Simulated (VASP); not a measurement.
# HgTe (Coloradoite) (F-43m) in VASP: notebook, part 2 of 2

VASP 6.6.1. The steps go on from the part before.

### Step 3. Relaxation of cell and atoms, PBE, target pressure 2 GPa, at which the enthalpy is minimised

This run uses another cell than the first one, of 33.22 Å³/atom, 0.903 times its volume.

INCAR reads:

```
PREC = Accurate
ENCUT = 600
EDIFF = 1E-6
ISMEAR = -1
SIGMA = 0.05
LREAL = F
LASPH = T
NELM = 100
ALGO = Normal
ISIF = 3
LWAVE = F
LCHARG = F
GGA = PE
IBRION = 2
NSW = 60
EDIFFG = -0.01
PSTRESS = 20.0
```

KPOINTS reads:

```
Automatic mesh
0
Gamma
  7 7 7
```

POSCAR reads:

```
HgTe
1.0
    0.0000000000      3.2145000000      3.2145000000
    3.2145000000      0.0000000000      3.2145000000
    3.2145000000      3.2145000000      0.0000000000
Hg Te
1 1
Direct
    0.0000000000      0.0000000000      0.0000000000
    0.7500000000      0.7500000000      0.7500000000
```

Potentials or basis: VASP PAW PBE potentials, release 64 (Hg, Te).

Started as:

```bash
> cat potpaw_PBE.64/Hg/POTCAR potpaw_PBE.64/Te/POTCAR > POTCAR
> mpirun -np 1 vasp_std > vasp.out
```

OUTCAR:

```text
PREC = Accurate
   ENCUT = 600
   EDIFF = 1E-6
   ISMEAR = -1
   LREAL = F
   LASPH = T
   NELM = 100
   ISIF = 3
   GGA = PE
   IBRION = 2
   NSW = 60
   EDIFFG = -0.01
   PSTRESS = 20.0

 ion  position               nearest neighbor table
   1  0.000  0.000  0.000-   2 2.78   2 2.78   2 2.78   2 2.78
   2  0.750  0.750  0.750-   1 2.78   1 2.78   1 2.78   1 2.78

  LATTYP: Found a face centered cubic cell.
 ALAT       =     6.4290000000

  Lattice vectors:

 A1 = (   0.0000000000,   3.2145000000,   3.2145000000)
 A2 = (   3.2145000000,   0.0000000000,   3.2145000000)
 A3 = (   3.2145000000,   3.2145000000,   0.0000000000)

Analysis of symmetry for initial positions (statically):
=====================================================================
 Subroutine PRICEL returns:
 Original cell was already a primitive cell.

 Routine SETGRP: Setting up the symmetry group for a
 face centered cubic supercell.

 Subroutine GETGRP returns: Found 24 space group operations
 (whereof 24 operations were pure point group operations)
 out of a pool of 48 trial point group operations.

The static configuration has the point symmetry T_d .

Analysis of symmetry for dynamics (positions and initial velocities):
=====================================================================
 Subroutine PRICEL returns:
 Original cell was already a primitive cell.

 Routine SETGRP: Setting up the symmetry group for a
 face centered cubic supercell.

 Subroutine GETGRP returns: Found 24 space group operations
 (whereof 24 operations were pure point group operations)
 out of a pool of 48 trial point group operations.

The dynamic configuration has the point symmetry T_d .

 Subroutine INISYM returns: Found 24 space group operations
 (whereof 24 operations are pure point group operations),
 and found     1 'primitive' translations

----------------------------------------------------------------------------------------

                                     Primitive cell

  volume of cell :      66.4309

  direct lattice vectors                    reciprocal lattice vectors
     0.000000000  3.214500000  3.214500000    -0.155545186  0.155545186  0.155545186
     3.214500000  0.000000000  3.214500000     0.155545186 -0.155545186  0.155545186
     3.214500000  3.214500000  0.000000000     0.155545186  0.155545186 -0.155545186

  length of vectors
     4.545989496  4.545989496  4.545989496     0.269412165  0.269412165  0.269412165

  position of ions in fractional coordinates (direct lattice)
     0.000000000  0.000000000  0.000000000
     0.750000000  0.750000000  0.750000000

  ion indices of the primitive-cell ions
   primitive index   ion index
                 1           1
                 2           2

----------------------------------------------------------------------------------------

 KPOINTS: Automatic mesh

Automatic generation of k-mesh.
 Grid dimensions read from file:
 generate k-points for:    7    7    7

 Generating k-lattice:

  Cartesian coordinates                     Fractional coordinates (reciprocal lattice)
    -0.022220741  0.022220741  0.022220741     0.142857143  0.000000000  0.000000000
     0.022220741 -0.022220741  0.022220741     0.000000000  0.142857143  0.000000000
     0.022220741  0.022220741 -0.022220741     0.000000000  0.000000000  0.142857143

  Length of vectors
     0.038487452  0.038487452  0.038487452

  Shift w.r.t. Gamma in fractional coordinates (k-lattice)
     0.000000000  0.000000000  0.000000000

 Subroutine IBZKPT returns following result:
 ===========================================

 Found     20 irreducible k-points:

 Following reciprocal coordinates:
            Coordinates               Weight
  0.000000  0.000000  0.000000      1.000000
  0.142857  0.000000  0.000000      8.000000
  0.285714  0.000000  0.000000      8.000000
  0.428571  0.000000  0.000000      8.000000
  0.142857  0.142857  0.000000      6.000000
  0.285714  0.142857  0.000000     24.000000
[... 12 lines left out ...]
 -0.428571  0.428571  0.142857     24.000000
 -0.285714  0.428571  0.142857     24.000000
   k-points           NKPTS =     20   k-points in BZ     NKDIM =     20   number of bands    NBANDS=     13
   number of dos      NEDOS =    301   number of ions     NIONS =      2
   total plane-waves  NPLWV =  46656
   dimension x,y,z NGX =    36 NGY =   36 NGZ =   36
   dimension x,y,z NGXF=    72 NGYF=   72 NGZF=   72
   ions per type =               1   1
   NGX,Y,Z   is equivalent  to a cutoff of  13.17, 13.17, 13.17 a.u.
   NGXF,Y,Z  is equivalent  to a cutoff of  26.33, 26.33, 26.33 a.u.
 SYSTEM =  unknown system
   PREC   = accura    normal or accurate (medium, high low for compatibility)
   ISTART =      0    job   : 0-new  1-cont  2-samecut
   ICHARG =      2    charge: 1-file 2-atom 10-const
   ISPIN  =      1    spin polarized calculation?
   LNONCOLLINEAR =      F non collinear calculations
   LSORBIT =      F    spin-orbit coupling
   LASPH  =      T    aspherical Exc in radial PAW
   ENCUT  =  600.0 eV  44.10 Ry    6.64 a.u.   9.08  9.08  9.08*2*pi/ulx,y,z
   NELM   =    100;   NELMIN=  2; NELMDL= -5     # of ELM steps
   EDIFF  = 0.1E-05   stopping-criterion for ELM
   LREAL  =      F    real-space projection
   EDIFFG = -.1E-01   stopping-criterion for IOM
   NSW    =     60    number of steps for IOM
   IBRION =      2    ionic relax: 0-MD 1-quasi-New 2-CG
   NFREE  =      1    steps in history (QN), initial steepest desc. (CG)
   ISIF   =      3    stress and relaxation
   ISYM   =      2    0-nonsym 1-usesym 2-fastsym
   POTIM  = 0.5000    time-step for ionic-motion
   TEBEG  =    0.0;   TEEND  =   0.0 temperature during run
   PSTRESS=   20.0 pullay stress
   NELECT =      18.0000    total number of electrons
   NUPDOWN=      -1.0000    fix difference up-down
   EMIN   =  10.00;   EMAX   =-10.00  energy-range for DOS
   EFERMI =   0.00;   METHOD = LEGACY
   ISMEAR =    -1;   SIGMA  =   0.05  broadening in eV -4-tet -1-fermi 0-gaus
   EFERMI_NEDOS =   21; number of points for ismear=-14 and -15
   IALGO  =     38    algorithm
   IMIX   =      4    mixing-type and parameters
     AMIX     =   0.40;   BMIX     =  1.00
     AMIX_MAG =   1.60;   BMIX_MAG =  1.00
  volume/ion in A,a.u.               =      33.22       224.15
  Fermi-wavevector in a.u.,A,eV,Ry     =   1.059357  2.001894 15.268958  1.122237
  Thomas-Fermi vector in A             =   2.194699
   LORBIT       =      0    0 simple, 1 ext, 2 COOP (PROOUT), +10 PAW based schemes
   GGA     = PE    functional components
   LHFCALC =     F    Hartree Fock is set to
   AEXX    =    0.0000 exact exchange contribution
   IVDW    =     0    specifies the selected vdW correction
   LEPSILON=     F    determine dielectric tensor
   LRPA    =     F    only Hartree local field effects (RPA)
 conjugate gradient relaxation of ions
 non-spin polarized calculation
  energy-cutoff  :      600.00
  volume of cell :       66.43
 maximum number of plane-waves:      2239
   NGX = 19   NGY = 19   NGZ = 19

--------------------------------------- Ionic step        1  -------------------------------------------

 number of electron      18.0000000 magnetization

 Free energy of the ion-electron system (eV)
  ---------------------------------------------------
  ext. energy  EPLUGINS =         0.00000000
  ---------------------------------------------------
  free energy    TOTEN  =        -3.55183495 eV

  energy without entropy =       -3.55114813  energy(sigma->0) =       -3.55149154

------------------------ aborting loop because EDIFF is reached ----------------------------------------

  FORCE on cell =-STRESS in cart. coord.  units (eV):
  Direction    XX          YY          ZZ          XY          YZ          ZX
  --------------------------------------------------------------------------------------
  -------------------------------------------------------------------------------------
  Total        1.9314958      1.9314958      1.9314958     -0.0000000     -0.0000000      0.0000000
  in kB       46.5837080     46.5837080     46.5837080     -0.0000000     -0.0000000      0.0000000
  external PRESSURE =      26.5837080 kB  Pullay stress =      20.0000000 kB
[... 61 lines left out ...]
  enthalpy is  TOTEN    =        -2.7447199756 eV   P V=        0.8971757651

--------------------------------------- Ionic step        3  -------------------------------------------

 number of electron      18.0000002 magnetization

 Free energy of the ion-electron system (eV)
  ---------------------------------------------------
  ext. energy  EPLUGINS =         0.00000000
  ---------------------------------------------------
  free energy    TOTEN  =        -3.62532250 eV

  energy without entropy =       -3.62457491  energy(sigma->0) =       -3.62494871

 E-fermi :   2.7629     XC(G=0):  -8.5757

 val. band max:        2.7187800248   @ k =   0.0000   0.0000   0.0000
 cond. band min:       3.4114328021   @ k =   0.1429   0.0000   0.0000
 fundamental gap:      0.6926527773
 Fermi energy:         2.7628605152

 k-point     1 :       0.0000    0.0000    0.0000
  band No.  band energies     occupation
      1      -9.0112      2.00000
      2      -4.4300      2.00000
      3      -4.4300      2.00000
      4      -4.4300      2.00000
      5      -3.9439      2.00000
      6      -3.9439      2.00000
      7       1.9050      2.00000
      8       2.7188      1.41431
      9       2.7188      1.41431
     10       2.7188      1.41431
     11       7.0122      0.00000
     12       7.0122      0.00000
     13       7.0122      0.00000
[... 331 lines left out ...]
  FREE ENERGIE OF THE ION-ELECTRON SYSTEM (eV)
  ---------------------------------------------------
  free  energy   TOTEN  =        -3.6253224988 eV

  energy  without entropy=       -3.6245749127  energy(sigma->0) =       -3.62494871

  enthalpy is  TOTEN    =        -2.7510592946 eV   P V=        0.8742632041

 reached required accuracy - stopping structural energy minimisation
```

OSZICAR:

```text
N       E                     dE             d eps       ncg     rms          rms(c)
DAV:   1     0.116037264770E+03    0.11604E+03   -0.88927E+03   520   0.135E+03
DAV:   2     0.109976840293E+01   -0.11494E+03   -0.10873E+03   550   0.281E+02
DAV:   3    -0.371886492745E+01   -0.48186E+01   -0.47854E+01   650   0.599E+01
[... 28 lines left out ...]
DAV:   5    -0.362530766380E+01    0.10778E-03   -0.53923E-04   563   0.303E-01    0.109E-01
DAV:   6    -0.362532555978E+01   -0.17896E-04   -0.10559E-04   560   0.108E-01    0.451E-02
DAV:   7    -0.362532092080E+01    0.46390E-05   -0.14665E-05   585   0.491E-02    0.844E-03
DAV:   8    -0.362532231353E+01   -0.13927E-05   -0.21550E-06   554   0.116E-02    0.413E-03
DAV:   9    -0.362532249877E+01   -0.18523E-06   -0.18271E-07   370   0.356E-03
   3 F= -.27510593E+01 E0= -.27506855E+01  d E =-.284824E-01
```

CONTCAR:

```text
HgTe
   1.00000000000000
    -0.0000000000000000    3.2716306167025704    3.2716306167025704
     3.2716306167025704   -0.0000000000000000    3.2716306167025704
     3.2716306167025704    3.2716306167025704    0.0000000000000000
  Hg              Te
     1     1
Direct
     0.0000000000000000    0.0000000000000000    0.0000000000000000
     0.7500000000000000    0.7500000000000000    0.7500000000000000

  0.00000000E+00  0.00000000E+00  0.00000000E+00
  0.00000000E+00  0.00000000E+00  0.00000000E+00
```

It took 76 s on 1 thread of Intel Xeon Platinum 8488C (Sapphire Rapids), shared host; peak memory 0.22 GiB.

What came out:

* Free energy: -3.6253 eV
* Relaxed volume: 35.02 Å³/atom
* Relaxed cell: a = 4.627 Å, b = 4.627 Å, c = 4.627 Å, α = 60.00°, β = 60.00°, γ = 60.00°
* Space group after relaxing (to 0.05 Å): F-43m (No. 216)
* Energy change on relaxing (the enthalpy is what falls): -36.7 meV/atom
* Ionic steps: 3
* Pressure after relaxing: 2.0 GPa
* Band gap on the k mesh: zero (filled and empty bands touch)

Step by step:
```
step  energy change (eV)  largest force (eV/Å)  pressure (GPa)  volume (Å³)
   1              0.0000                0.0000            4.66        66.43
   2             -0.0901                0.0000            0.92        71.87
   3             -0.0735                0.0000            2.00        70.04
```

Final structure:
```yaml
crystal:
  lattice:
    - [0.00000, 3.27163, 3.27163]
    - [3.27163, 0.00000, 3.27163]
    - [3.27163, 3.27163, 0.00000]
  atoms:
    - { symbol: Hg, position: [0.00000, 0.00000, 0.00000] }
    - { symbol: Te, position: [0.75000, 0.75000, 0.75000] }
```

Levels at points of the mesh, in eV from the Fermi level:
| k point | band 7 | band 8 | band 9 | band 10 | band 11 | band 12 |
| --- | --- | --- | --- | --- | --- | --- |
| (0.00, 0.00, 0.00) | -0.86 | -0.04 | -0.04 | -0.04 | 4.25 | 4.25 |

Caveat: the cell is relaxed towards a set pressure, so the enthalpy falls and the energy may rise; spin-orbit coupling is left out, which moves the levels of the heavy elements. PBE usually gives volumes a little too large and moduli too small.

### Step 4. Relaxation of cell and atoms, PBE, target pressure 5 GPa, at which the enthalpy is minimised

This run uses another cell than the first one, of 33.22 Å³/atom, 0.903 times its volume.

INCAR reads:

```
SYSTEM = HgTe
ALGO = Normal
EDIFF = 1E-6
EDIFFG = -0.01
ENCUT = 600
GGA = PE
IBRION = 2
ISIF = 3
ISMEAR = -1
LASPH = .True.
LCHARG = .False.
LREAL = .False.
LWAVE = .False.
NELM = 80
NSW = 60
PREC = Accurate
PSTRESS = 50.0
SIGMA = 0.05
```

KPOINTS reads:

```
k-points
0
Gamma
  7 7 7
  0 0 0
```

POSCAR is that of step 3.

Started as:

```bash
> cat potpaw_PBE.64/Hg/POTCAR potpaw_PBE.64/Te/POTCAR > POTCAR
> mpirun -np 1 vasp_std > vasp.out
```

Wall time 70 s (1 thread of Intel Xeon Platinum 8488C (Sapphire Rapids), shared host); peak memory 0.2 GiB.

It converged, with:

| Item | Value |
| --- | --- |
| Free energy | -3.5404 eV |
| Relaxed volume | 33.03 Å³/atom |
| Relaxed cell | a = 4.537 Å, b = 4.537 Å, c = 4.537 Å, α = 60.00°, β = 60.00°, γ = 60.00° |
| Space group after relaxing (to 0.05 Å) | F-43m (No. 216) |
| Energy change on relaxing (the enthalpy is what falls) | +5.7 meV/atom |
| Ionic steps | 3 |
| Pressure after relaxing | 5.0 GPa |
| Band gap on the k mesh | zero (filled and empty bands touch) |

The path:
| step | energy change (eV) | largest force (eV/Å) | pressure (GPa) | volume (Å³) |
| --- | --- | --- | --- | --- |
| 1 | 0.0000 | 0.0000 | 4.66 | 66.43 |
| 2 | 0.0210 | 0.0000 | 5.26 | 65.75 |
| 3 | 0.0115 | 0.0000 | 5.04 | 66.05 |

Final structure:
```cif
data_structure
_symmetry_space_group_name_H-M 'P 1'
_symmetry_Int_Tables_number 1
_cell_length_a 4.5373
_cell_length_b 4.5373
_cell_length_c 4.5373
_cell_angle_alpha 60.000
_cell_angle_beta 60.000
_cell_angle_gamma 60.000
_cell_volume 66.05
loop_
_atom_site_label
_atom_site_type_symbol
_atom_site_fract_x
_atom_site_fract_y
_atom_site_fract_z
_atom_site_occupancy
Hg1 Hg 0.00000 0.00000 0.00000 1
Te1 Te 0.75000 0.75000 0.75000 1
```

Levels at points of the mesh, in eV from the Fermi level:
```
           k point  band 6  band 7  band 8  band 9  band 10  band 11  band 12  band 13
(0.00, 0.00, 0.00)   -6.97   -0.71   -0.04   -0.04    -0.04     4.15     4.15     4.15
```

Caveat: the cell is relaxed towards a set pressure, so the enthalpy falls and the energy may rise; spin-orbit coupling is left out, which moves the levels of the heavy elements.

### Step 5. Summary

| task | cell | cutoff (eV) | gap on the mesh (eV) | pressure (GPa) |
| --- | --- | --- | --- | --- |
| single point | a = 4.703 Å, angles 60.0°, 2 atoms | 520 | none | 0.1 |
| relaxation of cell and atoms | relaxed to 2 GPa from a = 4.546 Å, angles 60.0°, 2 atoms | 600 | none | 2.0 |
| relaxation of cell and atoms | relaxed to 5 GPa from a = 4.546 Å, angles 60.0°, 2 atoms | 600 | none | 5.0 |

Alike in all rows: level PBE; potentials or basis VASP PAW PBE potentials, release 64 (Hg, Te); no spin polarisation; k mesh 7 × 7 × 7; smearing fermi-dirac 0.05 eV.

Caveats: spin-orbit coupling is left out, which moves the levels of the heavy elements; the cell is relaxed towards a set pressure, so the enthalpy falls and the energy may rise (some runs).

Total energies depend on the potentials used, so only differences within one code and one set of settings carry meaning.
